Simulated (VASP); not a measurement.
TePb:

```
Pb Te
1.0
     4.00229    0.00000    0.00000
     0.00000    4.00229    0.00000
     0.00000    0.00000    4.00229
Pb Te
1 1
Direct
  0.00000 0.00000 0.00000
  0.50000 0.50000 0.50000
```

* Program: VASP 6.6.1
* Task: relaxation of cell and atoms
* Functional: PBE
* Dispersion: D4
* Potentials or basis: VASP PAW PBE potentials, release 64 (Pb_d, Te)
* Cutoff: 600 eV
* k mesh: 7 × 7 × 7
* Occupations: fermi-dirac, width 0.05 eV
* Spin: no spin polarisation

At the start: pressure 3.3 GPa; volume 32.05 Å³/atom.

Task: How do energy, volume and symmetry change on relaxing?

Result: Over 7 steps the energy falls by 2.9 meV/atom and the volume is 32.34 Å³/atom (+0.9 %); space group Pm-3m (No. 221, to 0.05 Å).

Step by step:
| step | energy change (eV) | largest force (eV/Å) | pressure (GPa) | volume (Å³) |
| --- | --- | --- | --- | --- |
| 1 | 0.0000 | 0.0000 | 3.32 | 64.11 |
| 2 | 0.1055 | 0.0000 | -4.61 | 70.47 |
| 3 | 0.0211 | 0.0000 | -3.26 | 66.58 |
| 4 | -0.0009 | 0.0000 | -2.09 | 65.32 |
| 5 | -0.0054 | 0.0000 | -0.74 | 64.85 |
| 6 | -0.0057 | 0.0000 | 0.22 | 64.64 |
| 7 | -0.0058 | 0.0000 | -0.02 | 64.69 |

Final structure:
```
Pb Te
1.0
     4.01423    0.00000    0.00000
     0.00000    4.01423    0.00000
     0.00000    0.00000    4.01423
Pb Te
1 1
Direct
  0.00000 0.00000 0.00000
  0.50000 0.50000 0.50000
```

Caveat: pairwise dispersion overbinds metals, which lowers pressure and volume.
